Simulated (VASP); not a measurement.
# KCl (P4/mmm) in VASP: notebook

The runs below take KCl through single point, with PBE.

Everything below comes from runs of VASP 6.6.1. Logs are shortened: lines on timing, memory, paths and dates and some standing lists are left out, and cuts for length are marked.

**1. The cell of the first run**

It takes space group P4/mmm (No. 123, tetragonal). Conventional cell: a = 3.724 Å, b = 3.724 Å, c = 3.954 Å, α = 90.00°, β = 90.00°, γ = 90.00°. K (site symmetry 4/mmm) has 8 Cl at 3.29 Å and 6 K at 3.72 to 3.95 Å within 4.3 Å. Within 4.3 Å of Cl (site symmetry 4/mmm) lie 8 K at 3.29 Å and 6 Cl at 3.72 to 3.95 Å.

**2. Single point, PBE (strain -0.030 along x and y, +0.030 along z)**

INCAR

```
PREC = Accurate
ENCUT = 520
EDIFF = 1E-6
ISMEAR = 0
SIGMA = 0.05
LREAL = False
LASPH = True
NELM = 60
ALGO = Normal
ISIF = 2
LWAVE = False
LCHARG = False
GGA = PE
NBANDS = 15
```

KPOINTS

```
Automatic mesh
0
Gamma
  6 6 6
```

POSCAR

```
KCl
1.0
    3.7240201200      0.0000000000      0.0000000000
    0.0000000000      3.7240201200      0.0000000000
    0.0000000000      0.0000000000      3.9543718800
K Cl
1 1
Direct
    0.0000000000      0.0000000000      0.0000000000
    0.5000000000      0.5000000000      0.5000000000
```

Potentials or basis: VASP PAW PBE potentials, release 64 (K_sv, Cl).

Started as:

```sh
$ cat potpaw_PBE.64/K_sv/POTCAR potpaw_PBE.64/Cl/POTCAR > POTCAR
$ mpirun -np 1 vasp_std > vasp.out
```

OUTCAR:

```text
PREC = Accurate
   ENCUT = 520
   EDIFF = 1E-6
   ISMEAR = 0
   LREAL = False
   LASPH = True
   NELM = 60
   ISIF = 2
   GGA = PE

 ion  position               nearest neighbor table
   1  0.000  0.000  0.000-
   2  0.500  0.500  0.500-

  LATTYP: Found a simple tetragonal cell.
 ALAT       =     3.7240201200
 C/A-ratio  =     1.0618556701

  Lattice vectors:

 A1 = (   3.7240201200,   0.0000000000,   0.0000000000)
 A2 = (   0.0000000000,   3.7240201200,   0.0000000000)
 A3 = (   0.0000000000,   0.0000000000,   3.9543718800)

Analysis of symmetry for initial positions (statically):
=====================================================================
 Subroutine PRICEL returns:
 Original cell was already a primitive cell.

 Routine SETGRP: Setting up the symmetry group for a
 simple tetragonal supercell.

 Subroutine GETGRP returns: Found 16 space group operations
 (whereof 16 operations were pure point group operations)
 out of a pool of 16 trial point group operations.

The static configuration has the point symmetry D_4h.

Analysis of symmetry for dynamics (positions and initial velocities):
=====================================================================
 Subroutine PRICEL returns:
 Original cell was already a primitive cell.

 Routine SETGRP: Setting up the symmetry group for a
 simple tetragonal supercell.

 Subroutine GETGRP returns: Found 16 space group operations
 (whereof 16 operations were pure point group operations)
 out of a pool of 16 trial point group operations.

The dynamic configuration has the point symmetry D_4h.

 Subroutine INISYM returns: Found 16 space group operations
 (whereof 16 operations are pure point group operations),
 and found     1 'primitive' translations

----------------------------------------------------------------------------------------

                                     Primitive cell

  volume of cell :      54.8405

  direct lattice vectors                    reciprocal lattice vectors
     3.724020120  0.000000000  0.000000000     0.268527013  0.000000000  0.000000000
     0.000000000  3.724020120  0.000000000     0.000000000  0.268527013  0.000000000
     0.000000000  0.000000000  3.954371880     0.000000000  0.000000000  0.252884663

  length of vectors
     3.724020120  3.724020120  3.954371880     0.268527013  0.268527013  0.252884663

  position of ions in fractional coordinates (direct lattice)
     0.000000000  0.000000000  0.000000000
     0.500000000  0.500000000  0.500000000

  ion indices of the primitive-cell ions
   primitive index   ion index
                 1           1
                 2           2

----------------------------------------------------------------------------------------

 KPOINTS: Automatic mesh

Automatic generation of k-mesh.
 Grid dimensions read from file:
 generate k-points for:    6    6    6

 Generating k-lattice:

  Cartesian coordinates                     Fractional coordinates (reciprocal lattice)
     0.044754502  0.000000000  0.000000000     0.166666667  0.000000000  0.000000000
     0.000000000  0.044754502  0.000000000     0.000000000  0.166666667  0.000000000
     0.000000000  0.000000000  0.042147444     0.000000000  0.000000000  0.166666667

  Length of vectors
     0.044754502  0.044754502  0.042147444

  Shift w.r.t. Gamma in fractional coordinates (k-lattice)
     0.000000000  0.000000000  0.000000000

 Subroutine IBZKPT returns following result:
 ===========================================

 Found     40 irreducible k-points:

 Following reciprocal coordinates:
            Coordinates               Weight
  0.000000  0.000000  0.000000      1.000000
  0.166667  0.000000  0.000000      4.000000
  0.333333  0.000000  0.000000      4.000000
  0.500000  0.000000  0.000000      2.000000
  0.166667  0.166667  0.000000      4.000000
  0.333333  0.166667  0.000000      8.000000
[... 16 lines left out ...]
  0.333333  0.000000  0.333333      8.000000
  0.500000  0.000000  0.333333      4.000000
 [... further k-points ...]
   k-points           NKPTS =     40   k-points in BZ     NKDIM =     40   number of bands    NBANDS=     15
   number of dos      NEDOS =    301   number of ions     NIONS =      2
   total plane-waves  NPLWV =  23520
   dimension x,y,z NGX =    28 NGY =   28 NGZ =   30
   dimension x,y,z NGXF=    56 NGYF=   56 NGZF=   60
   ions per type =               1   1
   NGX,Y,Z   is equivalent  to a cutoff of  12.50, 12.50, 12.61 a.u.
   NGXF,Y,Z  is equivalent  to a cutoff of  25.00, 25.00, 25.22 a.u.
 SYSTEM =  unknown system
   PREC   = accura    normal or accurate (medium, high low for compatibility)
   ISTART =      0    job   : 0-new  1-cont  2-samecut
   ICHARG =      2    charge: 1-file 2-atom 10-const
   ISPIN  =      1    spin polarized calculation?
   LNONCOLLINEAR =      F non collinear calculations
   LSORBIT =      F    spin-orbit coupling
   LASPH  =      T    aspherical Exc in radial PAW
   ENCUT  =  520.0 eV  38.22 Ry    6.18 a.u.   6.92  6.92  7.35*2*pi/ulx,y,z
   NELM   =     60;   NELMIN=  2; NELMDL= -5     # of ELM steps
   EDIFF  = 0.1E-05   stopping-criterion for ELM
   LREAL  =      F    real-space projection
   EDIFFG = 0.1E-04   stopping-criterion for IOM
   NSW    =      0    number of steps for IOM
   IBRION =     -1    ionic relax: 0-MD 1-quasi-New 2-CG
   NFREE  =      0    steps in history (QN), initial steepest desc. (CG)
   ISIF   =      2    stress and relaxation
   ISYM   =      2    0-nonsym 1-usesym 2-fastsym
   POTIM  = 0.5000    time-step for ionic-motion
   TEBEG  =    0.0;   TEEND  =   0.0 temperature during run
   PSTRESS=    0.0 pullay stress
   NELECT =      16.0000    total number of electrons
   NUPDOWN=      -1.0000    fix difference up-down
   EMIN   =  10.00;   EMAX   =-10.00  energy-range for DOS
   EFERMI =   0.00;   METHOD = LEGACY
   ISMEAR =     0;   SIGMA  =   0.05  broadening in eV -4-tet -1-fermi 0-gaus
   EFERMI_NEDOS =   21; number of points for ismear=-14 and -15
   IALGO  =     38    algorithm
   IMIX   =      4    mixing-type and parameters
     AMIX     =   0.40;   BMIX     =  1.00
     AMIX_MAG =   1.60;   BMIX_MAG =  1.00
  volume/ion in A,a.u.               =      27.42       185.04
  Fermi-wavevector in a.u.,A,eV,Ry     =   1.085795  2.051854 16.040585  1.178950
  Thomas-Fermi vector in A             =   2.221916
   LORBIT       =      0    0 simple, 1 ext, 2 COOP (PROOUT), +10 PAW based schemes
   GGA     = PE    functional components
   LHFCALC =     F    Hartree Fock is set to
   AEXX    =    0.0000 exact exchange contribution
   IVDW    =     0    specifies the selected vdW correction
   LEPSILON=     F    determine dielectric tensor
   LRPA    =     F    only Hartree local field effects (RPA)
 non-spin polarized calculation
 Gauss-broadening in eV      SIGMA  =   0.05
  energy-cutoff  :      520.00
  volume of cell :       54.84
 maximum number of plane-waves:      1502
 NGX is ok and might be reduce to    28
   NGX = 13   NGY = 13   NGZ = 15

 number of electron      15.9999994 magnetization

 Free energy of the ion-electron system (eV)
  ---------------------------------------------------
  ext. energy  EPLUGINS =         0.00000000
  ---------------------------------------------------
  free energy    TOTEN  =        -6.63361749 eV

  energy without entropy =       -6.63361749  energy(sigma->0) =       -6.63361749

 E-fermi :  -0.3606     XC(G=0):  -8.2082

 val. band max:       -0.5656135438   @ k =   0.5000   0.0000   0.5000
 cond. band min:       4.2114702591   @ k =   0.0000   0.0000   0.0000
 fundamental gap:      4.7770838029
 Fermi energy:        -0.3605847141

 k-point     1 :       0.0000    0.0000    0.0000
  band No.  band energies     occupation
      1     -28.7052      2.00000
      2     -13.2929      2.00000
      3     -12.0985      2.00000
      4     -12.0730      2.00000
      5     -12.0730      2.00000
      6      -1.0807      2.00000
      7      -0.7611      2.00000
      8      -0.7611      2.00000
      9       4.2115      0.00000
     10       5.7892      0.00000
     11       5.9809      0.00000
     12       9.9235      0.00000
     13       9.9235      0.00000
     14      10.3108      0.00000
     15      12.7469      0.00000

 k-point     2 :       0.1667    0.0000    0.0000
  band No.  band energies     occupation
      1     -28.6985      2.00000
      2     -13.3305      2.00000
      3     -12.0877      2.00000
      4     -12.0638      2.00000
      5     -12.0526      2.00000
      6      -1.3020      2.00000
      7      -1.0837      2.00000
      8      -0.7550      2.00000
      9       4.8192      0.00000
     10       6.0925      0.00000
     11       6.5463      0.00000
     12       9.7918      0.00000
     13      10.0692      0.00000
     14      10.1277      0.00000
     15      12.1640      0.00000

 k-point     3 :       0.3333    0.0000    0.0000
  band No.  band energies     occupation
      1     -28.6850      2.00000
      2     -13.4148      2.00000
      3     -12.0659      2.00000
      4     -12.0452      2.00000
      5     -11.9950      2.00000
      6      -2.1543      2.00000
      7      -1.0911      2.00000
      8      -0.7437      2.00000
      9       6.0915      0.00000
     10       6.7925      0.00000
     11       7.6487      0.00000
     12       9.6804      0.00000
     13       9.8838      0.00000
     14      10.4118      0.00000
     15      10.4760      0.00000
[... 343 lines left out ...]
 k-point    23 :       0.3333    0.0000    0.3333
  band No.  band energies     occupation
      1     -28.6753      2.00000
      2     -13.2480      2.00000
      3     -12.2697      2.00000
      4     -12.0545      2.00000
      5     -12.0314      2.00000
      6      -1.9313      2.00000
      7      -1.7145      2.00000
      8      -0.6575      2.00000
      9       6.0817      0.00000
     10       6.9896      0.00000
     11       8.8049      0.00000
     12       8.8202      0.00000
     13       9.3829      0.00000
     14       9.5169      0.00000
     15      11.3744      0.00000

 k-point    24 :       0.5000    0.0000    0.3333
  band No.  band energies     occupation
      1     -28.6688      2.00000
      2     -13.1733      2.00000
      3     -12.2322      2.00000
      4     -12.2086      2.00000
      5     -12.0233      2.00000
      6      -2.1202      2.00000
      7      -1.6771      2.00000
      8      -0.6105      2.00000
      9       5.8702      0.00000
     10       6.9773      0.00000
     11       8.6812      0.00000
     12       8.8842      0.00000
     13       9.4135      0.00000
     14      10.0621      0.00000
     15      11.7093      0.00000

 [... further k-points ...]
[... 5 lines left out ...]
  --------------------------------------------------------------------------------------
  -------------------------------------------------------------------------------------
  Total        0.5077954      0.5077954     -0.4047310      0.0000000      0.0000000     -0.0000000
  in kB       14.8353515     14.8353515    -11.8243019      0.0000000      0.0000000     -0.0000000
  external PRESSURE =       5.9488004 kB  Pullay stress =       0.0000000 kB

 VOLUME and BASIS-vectors are now :
 -----------------------------------------------------------------------------
  energy-cutoff  :      520.00
  volume of cell :       54.84
      direct lattice vectors                 reciprocal lattice vectors
     3.724020120  0.000000000  0.000000000     0.268527013  0.000000000  0.000000000
     0.000000000  3.724020120  0.000000000     0.000000000  0.268527013  0.000000000
     0.000000000  0.000000000  3.954371880     0.000000000  0.000000000  0.252884663

 POSITION                                       TOTAL-FORCE (eV/Angst)
 -----------------------------------------------------------------------------------
      0.00000      0.00000      0.00000         0.000000      0.000000      0.000000
      1.86201      1.86201      1.97719         0.000000      0.000000      0.000000
 -----------------------------------------------------------------------------------
    total drift:                               -0.000000      0.000000      0.000000

  FREE ENERGIE OF THE ION-ELECTRON SYSTEM (eV)
  ---------------------------------------------------
  free  energy   TOTEN  =        -6.6336174892 eV

  energy  without entropy=       -6.6336174892  energy(sigma->0) =       -6.63361749
```

Wall time 14 s (1 thread of AMD EPYC 9R45 (Zen 5), shared host); peak memory 0.14 GiB.

What came out:

| Quantity | Value |
| --- | --- |
| Free energy | -6.6336 eV |
| Pressure | 0.6 GPa |
| Band gap on the k mesh | 4.78 eV, indirect (least direct gap 4.97 eV) |

Caveat: the cell differs from its parent crystal (strain -0.030 along x and y, +0.030 along z). A k mesh can miss the band edges.

(Continued in part 2 of 2.)
